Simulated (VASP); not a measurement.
Set up this calculation in VASP 6.6.1, as the native input.

* Task: single point
* Functional: PBE
* Potentials or basis: VASP PAW PBE potentials, release 64 (C)
* Cutoff: 520 eV
* k mesh: 1 × 1 × 1, shifted
* Occupations: fermi-dirac, width 0.05 eV
* Spin: no spin polarisation
* Dipole correction: no
* Further INCAR settings: LREAL = Auto; ALGO = Normal; EDIFF = 1e-07; NBANDS = 46; ISYM = 0

The structure of C lies in POSCAR:

```
C
1.0
    5.4696720000     -0.0080320000      0.0476870000
   -0.0080320000      5.1910130000      0.0535580000
    0.0476870000      0.0535580000      5.3543890000
C
16
Direct
    0.5901241496      0.2254105314      0.6893065133
    0.8851106776      0.6507607364      0.3021540429
    0.0211226407      0.0735657439      0.5859241251
    0.2208551617      0.0993363183      0.4309680947
    0.7127265833      0.7233361808      0.7231991864
    0.8623623875      0.8223914164      0.5239172734
    0.7494683008      0.4152851496      0.7651726954
    0.3546352659      0.5253671682      0.3608355488
    0.1228273477      0.2778387694      0.0328034148
    0.2771942219      0.0668138263      0.1525819331
    0.6018783974     -0.0547377208      0.8418631645
   -0.0333543158      0.2545939080      0.8151501556
    0.4052035137      0.2948518932      0.5003656593
    0.5535470142      0.6931983325      0.2492537780
    0.4755545834      0.9076421218      0.0994734846
    0.0890390919      0.5032337069      0.2260436815
```

The input as run:

INCAR

```
PREC = Accurate ; ENCUT = 520
EDIFF = 1E-7 ; ISMEAR = -1
SIGMA = 0.05 ; LREAL = Auto
LASPH = T ; NELM = 100
ALGO = Normal ; ISIF = 2
LWAVE = F ; LCHARG = F
GGA = PE ; NBANDS = 46
ISYM = 0
```

KPOINTS

```
Automatic mesh
0
Gamma
  1 1 1
  0.25 0.25 0.25
```

Potentials or basis: VASP PAW PBE potentials, release 64 (C).

Launch:

```bash
$ cat potpaw_PBE.64/C/POTCAR > POTCAR
$ mpirun -np 1 vasp_std > vasp.out
```

Results of the run:

| Property | Result |
| --- | --- |
| Pressure | -21.9 GPa |
| Largest force | 4.039 eV/Å |
| Band gap on the k mesh | 1.28 eV |

Caveat: the k points lie up to 1.21 Å⁻¹ apart.

It took 10 s on 1 thread of Intel(R) Xeon(R) 6975P-C (Granite Rapids), on a shared host, peak memory 0.22 GiB.
